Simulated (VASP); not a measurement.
The system is KZn3.

```
K Zn
1.0
     4.60270    0.00000    0.00000
     0.00000    4.60270    0.00000
     0.00000    0.00000    4.60270
K Zn
1 3
Cartesian
  0.0000 0.0000 0.0000
  0.0000 2.3013 2.3013
  2.3013 0.0000 2.3013
  2.3013 2.3013 0.0000
```

```yaml
Program: VASP 6.6.1
Task: relaxation of cell and atoms
Functional: PBE
Potentials_or_basis: VASP PAW PBE potentials, release 64 (K_sv, Zn)
Cutoff: 600 eV
k_mesh: 10 × 10 × 10
Occupations: gaussian, width 0.1 eV
Spin: no spin polarisation
```

At the start: pressure 0.8 GPa; volume 24.38 Å³/atom.

Task: Where does the relaxation end?

Result: Over 3 steps the energy falls by 2.5 meV/atom and the volume is 25.43 Å³/atom (+4.3 %); space group Pm-3m (No. 221, to 0.1 Å) before and after.

Step by step:
```
step  energy change (eV)  largest force (eV/Å)  pressure (GPa)  volume (Å³)
   1              0.0000                0.0000            0.78        97.51
   2             -0.0063                0.0000            0.46        99.18
   3             -0.0100                0.0000            0.03       101.71
```

Final structure:
```xyz
4
Lattice="4.6679 0.0000 0.0000 0.0000 4.6679 0.0000 0.0000 0.0000 4.6679" Properties=species:S:1:pos:R:3 pbc="T T T"
K     0.0000    0.0000    0.0000
Zn    0.0000    2.3340    2.3340
Zn    2.3340    0.0000    2.3340
Zn    2.3340    2.3340    0.0000
```
